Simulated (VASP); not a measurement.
# Pt in VASP: a series of runs

The runs below take Pt through single point, with r2SCAN.

All numbers are computed with VASP 6.6.1; they aren't measurements. Logs are shortened: lines on timing, memory, paths and dates and some standing lists are left out, and cuts for length are marked.

**1. The cell of the first run**

The structure is cubic, space group Im-3m (No. 229). The conventional cell has a = 3.216 Å, b = 3.216 Å, c = 3.216 Å, α = 90.00°, β = 90.00°, γ = 90.00°. Within 3.7 Å of Pt (site symmetry m-3m) lie 14 Pt at 2.79 to 3.22 Å.

This isn't the form of Pt at room conditions, which is fcc.

**2. Single point, r2SCAN (strain +0.015 along x and y, +0.015 along z)**

The input, POSCAR:

```
Pt
1.0
   -1.6079833000      1.6079833000      1.6079833000
    1.6079833000     -1.6079833000      1.6079833000
    1.6079833000      1.6079833000     -1.6079833000
Pt
1
Direct
    0.0000000000      0.0000000000      0.0000000000
```

The input, INCAR.step1:

```
SYSTEM = Pt
ALGO     = Normal         ! electronic algorithm
EDIFF    = 1E-4           ! SCF threshold, eV
ENCUT    = 520            ! plane-wave cutoff, eV
GGA      = PE             ! functional
ISMEAR   = 0              ! smearing method
LASPH    = .TRUE.         ! aspherical terms in the spheres
LCHARG   = .FALSE.        ! write CHGCAR
LREAL    = .FALSE.        ! projectors in reciprocal space
LWAVE    = .TRUE.         ! write WAVECAR
NBANDS   = 11             ! bands
NELM     = 100            ! most SCF steps
PREC     = Accurate       ! precision mode
SIGMA    = 0.15           ! smearing width, eV
```

The input, INCAR.step2:

```
SYSTEM = Pt
ALGO     = Normal         ! electronic algorithm
EDIFF    = 1E-6           ! SCF threshold, eV
ENCUT    = 520            ! plane-wave cutoff, eV
ISIF     = 2              ! what is computed and relaxed
ISMEAR   = 0              ! smearing method
ISTART   = 1            
LASPH    = .TRUE.         ! aspherical terms in the spheres
LCHARG   = .FALSE.        ! write CHGCAR
LMIXTAU  = .TRUE.       
LREAL    = .FALSE.        ! projectors in reciprocal space
LWAVE    = .FALSE.        ! write WAVECAR
METAGGA  = R2SCAN         ! meta-GGA
NBANDS   = 11             ! bands
NELM     = 100            ! most SCF steps
PREC     = Accurate       ! precision mode
SIGMA    = 0.15           ! smearing width, eV
```

The input, KPOINTS:

```
k-points
0
G
  22 22 22
  0 0 0
```

Potentials or basis: VASP PAW PBE potentials, release 64 (Pt).

Launch:

```bash
$ cat potpaw_PBE.64/Pt/POTCAR > POTCAR
$ cp INCAR.step1 INCAR
$ mpirun -np 1 vasp_std > vasp.out
$ cp INCAR.step2 INCAR
$ mpirun -np 1 vasp_std > vasp.out
```

OUTCAR:

```text
SYSTEM = Pt
   EDIFF = 1E-6
   ENCUT = 520
   ISIF = 2
   ISMEAR = 0
   ISTART = 1
   LASPH = .TRUE.
   LREAL = .FALSE.
   METAGGA = R2SCAN
   NELM = 100
   PREC = Accurate

 ion  position               nearest neighbor table
   1  0.000  0.000  0.000-

  LATTYP: Found a body centered cubic cell.
 ALAT       =     3.2159666000

  Lattice vectors:

 A1 = (  -1.6079833000,   1.6079833000,   1.6079833000)
 A2 = (   1.6079833000,  -1.6079833000,   1.6079833000)
 A3 = (   1.6079833000,   1.6079833000,  -1.6079833000)

Analysis of symmetry for initial positions (statically):
=====================================================================
 Subroutine PRICEL returns:
 Original cell was already a primitive cell.

 Routine SETGRP: Setting up the symmetry group for a
 body centered cubic supercell.

 Subroutine GETGRP returns: Found 48 space group operations
 (whereof 48 operations were pure point group operations)
 out of a pool of 48 trial point group operations.

The static configuration has the point symmetry O_h .

Analysis of symmetry for dynamics (positions and initial velocities):
=====================================================================
 Subroutine PRICEL returns:
 Original cell was already a primitive cell.

 Routine SETGRP: Setting up the symmetry group for a
 body centered cubic supercell.

 Subroutine GETGRP returns: Found 48 space group operations
 (whereof 48 operations were pure point group operations)
 out of a pool of 48 trial point group operations.

The dynamic configuration has the point symmetry O_h .

 Subroutine INISYM returns: Found 48 space group operations
 (whereof 48 operations are pure point group operations),
 and found     1 'primitive' translations

----------------------------------------------------------------------------------------

                                     Primitive cell

  volume of cell :      16.6305

  direct lattice vectors                    reciprocal lattice vectors
    -1.607983300  1.607983300  1.607983300     0.000000000  0.310948503  0.310948503
     1.607983300 -1.607983300  1.607983300     0.310948503  0.000000000  0.310948503
     1.607983300  1.607983300 -1.607983300     0.310948503  0.310948503  0.000000000

  length of vectors
     2.785108773  2.785108773  2.785108773     0.439747590  0.439747590  0.439747590

  position of ions in fractional coordinates (direct lattice)
     0.000000000  0.000000000  0.000000000

  ion indices of the primitive-cell ions
   primitive index   ion index
[... 75 lines left out ...]
   EDIFFG = 0.1E-04   stopping-criterion for IOM
   NSW    =      0    number of steps for IOM
   IBRION =     -1    ionic relax: 0-MD 1-quasi-New 2-CG
   NFREE  =      0    steps in history (QN), initial steepest desc. (CG)
   ISIF   =      2    stress and relaxation
   ISYM   =      2    0-nonsym 1-usesym 2-fastsym
   POTIM  = 0.5000    time-step for ionic-motion
   TEBEG  =    0.0;   TEEND  =   0.0 temperature during run
   PSTRESS=    0.0 pullay stress
   NELECT =      10.0000    total number of electrons
   NUPDOWN=      -1.0000    fix difference up-down
   EMIN   =  10.00;   EMAX   =-10.00  energy-range for DOS
   EFERMI =   0.00;   METHOD = LEGACY
   ISMEAR =     0;   SIGMA  =   0.15  broadening in eV -4-tet -1-fermi 0-gaus
   EFERMI_NEDOS =   21; number of points for ismear=-14 and -15
   IALGO  =     38    algorithm
   IMIX   =      4    mixing-type and parameters
     AMIX     =   0.40;   BMIX     =  1.00
     AMIX_MAG =   1.60;   BMIX_MAG =  1.00
  volume/ion in A,a.u.               =      16.63       112.23
  Fermi-wavevector in a.u.,A,eV,Ry     =   1.381783  2.611192 25.977948  1.909325
  Thomas-Fermi vector in A             =   2.506536
   LORBIT       =      0    0 simple, 1 ext, 2 COOP (PROOUT), +10 PAW based schemes
   METAGGA = R2SCAN    functional components
   LHFCALC =     F    Hartree Fock is set to
   AEXX    =    0.0000 exact exchange contribution
   IVDW    =     0    specifies the selected vdW correction
   LEPSILON=     F    determine dielectric tensor
   LRPA    =     F    only Hartree local field effects (RPA)
 non-spin polarized calculation
 Gauss-broadening in eV      SIGMA  =   0.15
  energy-cutoff  :      520.00
  volume of cell :       16.63
 maximum number of plane-waves:       466
 NGX is ok and might be reduce to    24
   NGX = 11   NGY = 11   NGZ = 11

 number of electron      10.0000001 magnetization

 Free energy of the ion-electron system (eV)
  ---------------------------------------------------
  ext. energy  EPLUGINS =         0.00000000
  ---------------------------------------------------
  free energy    TOTEN  =       -51.35575562 eV

  energy without entropy =      -51.34257334  energy(sigma->0) =      -51.34916448

 E-fermi :   9.0639     XC(G=0): -13.9127

 val. band max:        9.0636549602   @ k =  -0.3636   0.5000   0.1818
 cond. band min:       9.0682644389   @ k =   0.3636   0.0000   0.0000
 fundamental gap:      0.0046094787
 Fermi energy:         9.0638701970

 k-point     1 :       0.0000    0.0000    0.0000
  band No.  band energies     occupation
      1      -0.1168      2.00000
      2       5.7422      2.00000
      3       5.7422      2.00000
      4       5.7422      2.00000
      5       8.0535      2.00000
      6       8.0535      2.00000
      7      27.1633      0.00000
      8      27.1633      0.00000
      9      27.1633      0.00000
     10      36.6914      0.00000
     11      36.6946      0.00000
[... 309 lines left out ...]
 k-point    24 :       0.1364    0.0909   -0.0000
  band No.  band energies     occupation
      1       1.3452      2.00000
      2       5.3406      2.00000
      3       5.5372      2.00000
      4       7.0168      2.00000
      5       7.5892      2.00000
      6       8.1581      2.00000
      7      26.3276      0.00000
      8      26.7322      0.00000
      9      28.6245      0.00000
     10      30.2102      0.00000
     11      32.5406      0.00000

 [... further k-points ...]
[... 5 lines left out ...]
  --------------------------------------------------------------------------------------
  -------------------------------------------------------------------------------------
  Total       -1.5463479     -1.5463479     -1.5463479      0.0000000      0.0000000     -0.0000000
  in kB     -148.9749358   -148.9749358   -148.9749358      0.0000000      0.0000000     -0.0000000
  external PRESSURE =    -148.9749358 kB  Pullay stress =       0.0000000 kB

 VOLUME and BASIS-vectors are now :
 -----------------------------------------------------------------------------
  energy-cutoff  :      520.00
  volume of cell :       16.63
      direct lattice vectors                 reciprocal lattice vectors
    -1.607983300  1.607983300  1.607983300     0.000000000  0.310948503  0.310948503
     1.607983300 -1.607983300  1.607983300     0.310948503  0.000000000  0.310948503
     1.607983300  1.607983300 -1.607983300     0.310948503  0.310948503  0.000000000

 POSITION                                       TOTAL-FORCE (eV/Angst)
 -----------------------------------------------------------------------------------
      0.00000      0.00000      0.00000        -0.000000      0.000000     -0.000000
 -----------------------------------------------------------------------------------
    total drift:                               -0.000000      0.000000      0.000000

  FREE ENERGIE OF THE ION-ELECTRON SYSTEM (eV)
  ---------------------------------------------------
  free  energy   TOTEN  =       -51.3557556152 eV

  energy  without entropy=      -51.3425733441  energy(sigma->0) =      -51.34916448
```

Run time: 3.9 min. Hardware: 1 thread of Intel Xeon 8259CL, shared host; peak memory 0.2 GiB.

What came out:

```yaml
Free_energy: -51.3558 eV
Pressure: -14.9 GPa
Band_gap_on_the_k_mesh: zero (bands 5 and 6 overlap by 2.14 eV)
```

Levels at points of the mesh, in eV from the Fermi level:
```csv
k point,band 3,band 4,band 5,band 6,band 7,band 8
"(0.00, 0.00, 0.00)",-3.32,-3.32,-1.01,-1.01,18.10,18.10
"(0.50, 0.00, 0.00)",-1.18,-0.74,0.64,1.00,6.19,14.06
"(0.50, 0.50, 0.50)",0.51,0.51,0.51,7.99,7.99,7.99
```

Caveat: the cell differs from its parent crystal (strain +0.015 along x and y, +0.015 along z); the cell stands under tension; the PAW data sets were made with another functional, which shifts forces and pressure a little; spin-orbit coupling is left out, which moves the levels of the heavy elements.

**3. Single point, r2SCAN (strain +0.030 along x and y, +0.030 along z)**

The input, POSCAR:

```
Pt
1.0
   -1.6317466000      1.6317466000      1.6317466000
    1.6317466000     -1.6317466000      1.6317466000
    1.6317466000      1.6317466000     -1.6317466000
Pt
1
Direct
    0.0000000000      0.0000000000      0.0000000000
```

The input, INCAR.step1:

```
SYSTEM = Pt
PREC     = Accurate       ! precision mode
ENCUT    = 520            ! plane-wave cutoff, eV
ISMEAR   = 0              ! smearing method
SIGMA    = 0.15           ! smearing width, eV
LREAL    = .False.        ! projectors in reciprocal space
LASPH    = .True.         ! aspherical terms in the spheres
NELM     = 100            ! most SCF steps
NBANDS   = 11             ! bands
GGA      = PE             ! functional
ALGO     = Normal         ! electronic algorithm
EDIFF    = 1E-4           ! SCF threshold, eV
LWAVE    = .True.         ! write WAVECAR
LCHARG   = .False.        ! write CHGCAR
```

The input, INCAR.step2:

```
SYSTEM = Pt
PREC     = Accurate       ! precision mode
ENCUT    = 520            ! plane-wave cutoff, eV
EDIFF    = 1E-7           ! SCF threshold, eV
ISMEAR   = 0              ! smearing method
SIGMA    = 0.15           ! smearing width, eV
LREAL    = .False.        ! projectors in reciprocal space
LASPH    = .True.         ! aspherical terms in the spheres
NELM     = 100            ! most SCF steps
ALGO     = Normal         ! electronic algorithm
ISIF     = 2              ! what is computed and relaxed
LWAVE    = .False.        ! write WAVECAR
LCHARG   = .True.         ! write CHGCAR
METAGGA  = R2SCAN         ! meta-GGA
LMIXTAU  = .True.       
LELF     = .True.         ! ELF
LVHAR    = .True.       
NBANDS   = 11             ! bands
ISTART   = 1
```

The input, KPOINTS:

```
regular mesh
0
Gamma
  22 22 22
  0 0 0
```

Potentials or basis: VASP PAW PBE potentials, release 64 (Pt).

Launch:

```bash
$ cat potpaw_PBE.64/Pt/POTCAR > POTCAR
$ cp INCAR.step1 INCAR
$ mpirun -np 1 vasp_std > vasp.out
$ cp INCAR.step2 INCAR
$ mpirun -np 1 vasp_std > vasp.out
```

Run time: 3.4 min. Hardware: 1 thread of Intel Xeon 8259CL, shared host; peak memory 0.2 GiB.

It converged, with:

```
Free energy            : -51.2700 eV
Pressure               : -21.6 GPa
Band gap on the k mesh : zero (bands 5 and 6 overlap by 1.98 eV)
```

Levels at points of the mesh, in eV from the Fermi level:
```
           k point  band 1  band 2  band 3  band 4  band 5  band 6  band 7  band 8  band 9  band 10
(0.00, 0.00, 0.00)   -8.74   -3.11   -3.11   -3.11   -0.95   -0.95   18.07   18.07   18.07    26.74
(0.50, 0.00, 0.00)   -5.87   -4.36   -1.11   -0.70    0.79    0.91    5.83   14.01   15.76    24.39
(0.50, 0.50, 0.50)   -5.38   -5.38    0.46    0.46    0.46    7.88    7.88    7.88   12.05    18.57
```

Caveat: the cell differs from its parent crystal (strain +0.030 along x and y, +0.030 along z); the cell stands under tension; the PAW data sets were made with another functional, which shifts forces and pressure a little; spin-orbit coupling is left out, which moves the levels of the heavy elements.

**4. Single point, r2SCAN (strain -0.015 along x and y, +0.030 along z)**

The input, POSCAR:

```
Pt
1.0
   -1.5604567000      1.5604567000      1.6317466000
    1.5604567000     -1.5604567000      1.6317466000
    1.5604567000      1.5604567000     -1.6317466000
Pt
1
Direct
    0.0000000000      0.0000000000      0.0000000000
```

The input, INCAR.step1:

```
  ALGO = Normal
  EDIFF = 1E-4
  ENCUT = 520
  GGA = PE
  ISMEAR = 0
  LASPH = True
  LCHARG = False
  LREAL = False
  LWAVE = True
  NBANDS = 11
  NELM = 100
  PREC = Accurate
  SIGMA = 0.15
```

The input, INCAR.step2:

```
  ALGO = Normal
  EDIFF = 1E-6
  ENCUT = 520
  ISIF = 2
  ISMEAR = 0
  ISTART = 1
  LASPH = True
  LCHARG = False
  LMIXTAU = True
  LREAL = False
  LWAVE = False
  METAGGA = R2SCAN
  NBANDS = 11
  NELM = 100
  PREC = Accurate
  SIGMA = 0.15
```

The input, KPOINTS:

```
k-points
0
Gamma
  22 22 22
```

Potentials or basis: VASP PAW PBE potentials, release 64 (Pt).

Launch:

```bash
$ cat potpaw_PBE.64/Pt/POTCAR > POTCAR
$ cp INCAR.step1 INCAR
$ mpirun -np 1 vasp_std > vasp.out
$ cp INCAR.step2 INCAR
$ mpirun -np 1 vasp_std > vasp.out
```

OUTCAR:

```text
EDIFF = 1E-6
   ENCUT = 520
   ISIF = 2
   ISMEAR = 0
   ISTART = 1
   LASPH = True
   LREAL = False
   METAGGA = R2SCAN
   NELM = 100
   PREC = Accurate

 ion  position               nearest neighbor table
   1  0.000  0.000  0.000-

  LATTYP: Found a body centered tetragonal cell.
 ALAT       =     3.1209134000
 C/A-ratio  =     1.0456852792

  Lattice vectors:

 A1 = (  -1.5604567000,   1.5604567000,   1.6317466000)
 A2 = (   1.5604567000,  -1.5604567000,   1.6317466000)
 A3 = (   1.5604567000,   1.5604567000,  -1.6317466000)

Analysis of symmetry for initial positions (statically):
=====================================================================
 Subroutine PRICEL returns:
 Original cell was already a primitive cell.

 Routine SETGRP: Setting up the symmetry group for a
 body centered tetragonal supercell.

 Subroutine GETGRP returns: Found 16 space group operations
 (whereof 16 operations were pure point group operations)
 out of a pool of 16 trial point group operations.

The static configuration has the point symmetry D_4h.

Analysis of symmetry for dynamics (positions and initial velocities):
[... 160 lines left out ...]
 cond. band min:       9.8470242306   @ k =  -0.3182   0.3182   0.1364
 fundamental gap:      0.0016301515
 Fermi energy:         9.8455616364

 k-point     1 :       0.0000    0.0000    0.0000
  band No.  band energies     occupation
      1       0.1809      2.00000
      2       6.1703      2.00000
      3       6.1703      2.00000
      4       6.5356      2.00000
      5       8.5108      2.00000
      6       8.9527      2.00000
      7      27.3790      0.00000
      8      28.2544      0.00000
      9      28.2544      0.00000
     10      37.0731      0.00000
     11      37.9778      0.00000
[... 309 lines left out ...]
 k-point    24 :      -0.4545    0.0455    0.0000
  band No.  band energies     occupation
      1       3.1940      2.00000
      2       5.0407      2.00000
      3       8.1461      2.00000
      4       8.9110      2.00000
      5       9.4197      1.99994
      6      10.9110      0.00000
      7      17.4131      0.00000
      8      24.3733      0.00000
      9      27.1015      0.00000
     10      34.5703      0.00000
     11      35.6478      0.00000

 [... further k-points ...]
[... 5 lines left out ...]
  --------------------------------------------------------------------------------------
  -------------------------------------------------------------------------------------
  Total       -0.7041640     -0.7041640     -0.3628737      0.0000000      0.0000000      0.0000000
  in kB      -70.9852687    -70.9852687    -36.5805196      0.0000000      0.0000000      0.0000000
  external PRESSURE =     -59.5170190 kB  Pullay stress =       0.0000000 kB

 VOLUME and BASIS-vectors are now :
 -----------------------------------------------------------------------------
  energy-cutoff  :      520.00
  volume of cell :       15.89
      direct lattice vectors                 reciprocal lattice vectors
    -1.560456700  1.560456700  1.631746600     0.000000000  0.320419016  0.306420127
     1.560456700 -1.560456700  1.631746600     0.320419016  0.000000000  0.306420127
     1.560456700  1.560456700 -1.631746600     0.320419016  0.320419016  0.000000000

 POSITION                                       TOTAL-FORCE (eV/Angst)
 -----------------------------------------------------------------------------------
      0.00000      0.00000      0.00000        -0.000000      0.000000      0.000000
 -----------------------------------------------------------------------------------
    total drift:                                0.000000     -0.000000      0.000000

  FREE ENERGIE OF THE ION-ELECTRON SYSTEM (eV)
  ---------------------------------------------------
  free  energy   TOTEN  =       -51.4095936008 eV

  energy  without entropy=      -51.3969497521  energy(sigma->0) =      -51.40327168
```

OUTCAR.step1:

```text
EDIFF = 1E-4
   ENCUT = 520
   GGA = PE
   ISMEAR = 0
   LASPH = True
   LREAL = False
[... 551 lines left out ...]

 POSITION                                       TOTAL-FORCE (eV/Angst)
 -----------------------------------------------------------------------------------
      0.00000      0.00000      0.00000         0.000000      0.000000     -0.000000
 -----------------------------------------------------------------------------------
    total drift:                                0.000000      0.000000      0.000000

  FREE ENERGIE OF THE ION-ELECTRON SYSTEM (eV)
  ---------------------------------------------------
  free  energy   TOTEN  =        -6.0118843512 eV

  energy  without entropy=       -5.9988567734  energy(sigma->0) =       -6.00537056
```

It took 6.7 min on 1 thread of Intel Xeon 8259CL, shared host; peak memory 0.25 GiB.

Results:

```yaml
Free_energy: -51.4096 eV
Pressure: -6.0 GPa
Band_gap_on_the_k_mesh: zero (bands 5 and 6 overlap by 2.35 eV)
```

Caveat: the cell differs from its parent crystal (strain -0.015 along x and y, +0.030 along z); the cell stands under tension; the PAW data sets were made with another functional, which shifts forces and pressure a little; spin-orbit coupling is left out, which moves the levels of the heavy elements.

**5. Summary**

| cell | gap on the mesh (eV) | pressure (GPa) |
| --- | --- | --- |
| a = 2.785 Å, angles 109.5°, 1 atom | none | -14.9 |
| a = 2.826 Å, angles 109.5°, 1 atom | none | -21.6 |
| a = 2.745 Å, angles 110.7, 110.7, 107.0°, 1 atom | none | -6.0 |

Alike in all rows: task single point; level r2SCAN; potentials or basis VASP PAW PBE potentials, release 64 (Pt); no spin polarisation; k mesh 22 × 22 × 22; cutoff (eV) 520; smearing gaussian 0.15 eV.

Caveats: the cell stands under tension; the PAW data sets were made with another functional, which shifts forces and pressure a little; spin-orbit coupling is left out, which moves the levels of the heavy elements.

Absolute energies hang on the potentials; compare differences alone.
